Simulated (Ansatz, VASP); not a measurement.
## TePb: VASP beside Ansatz

Contents of INCAR:

```
PREC     = Accurate       # precision mode
ENCUT    = 520            # plane-wave cutoff, eV
EDIFF    = 1E-7           # SCF threshold, eV
ISMEAR   = -1             # smearing method
SIGMA    = 0.02           # smearing width, eV
LREAL    = False          # projectors in reciprocal space
LASPH    = True           # aspherical terms in the spheres
NELM     = 60             # most SCF steps
ALGO     = Normal         # electronic algorithm
ISIF     = 2              # what is computed and relaxed
LWAVE    = False          # write WAVECAR
LCHARG   = False          # write CHGCAR
GGA      = CA             # functional
NBANDS   = 28             # bands
```

File KPOINTS:

```
Automatic mesh
0
Gamma
  7 7 5
```

Contents of POSCAR:

```
TePb
1.0
    3.1903839584      3.1903839584      0.0000000000
   -3.1903839584      3.1903839584      0.0000000000
    0.0000000000      0.0000000000      6.3807679169
Pb Te
2 2
Direct
    0.0000000000      0.0000000000      0.0000000000
    0.5000000000      0.5000000000      0.5000000000
    0.5000000000      0.5000000000      0.0000000000
    0.0000000000      0.0000000000      0.5000000000
```

Input for Ansatz:

```yaml
crystal:
  lattice:
    - [3.1903839584, 3.1903839584, 0.0]
    - [-3.1903839584, 3.1903839584, 0.0]
    - [0.0, 0.0, 6.3807679169]
  atoms:
    - { symbol: Pb, position: [0.0, 0.0, 0.0] }
    - { symbol: Pb, position: [0.5, 0.5, 0.5] }
    - { symbol: Te, position: [0.5, 0.5, 0.0] }
    - { symbol: Te, position: [0.0, 0.0, 0.5] }
kpoints:
  mp_grid: { grid: [7, 7, 5] }
scf:
  occupations: { method: fermi_dirac, width: 0.02 }
hamiltonian:
  xc: lda
  pseudopotentials: { kind: all_electron, lapw: { basis_error: 0.001 } }
output:
  forces: true
  stress: true
  eigenvalues: true
```

Alike in both runs: task single point; functional LDA; k mesh 7 × 7 × 5; occupations fermi-dirac, width 0.02 eV; no spin polarisation.

|  | VASP | Ansatz |
| --- | --- | --- |
| version | VASP 6.6.1 | Ansatz 0.2.0 |
| potentials or method | VASP PAW LDA potentials, release 64 (Pb_d, Te), cutoff 520 eV | all-electron LAPW, scalar-relativistic |

Ansatz gave:

| Property | Result |
| --- | --- |
| pressure (GPa) | 0.0 |

Estimate VASP's values.

pressure (GPa): 0.1.

LDA's correlation is that of Perdew and Zunger in VASP and of Perdew and Wang (1992) in Ansatz. Ansatz ran all-electron here, and VASP with PAW potentials.

Spin-orbit coupling is off throughout.
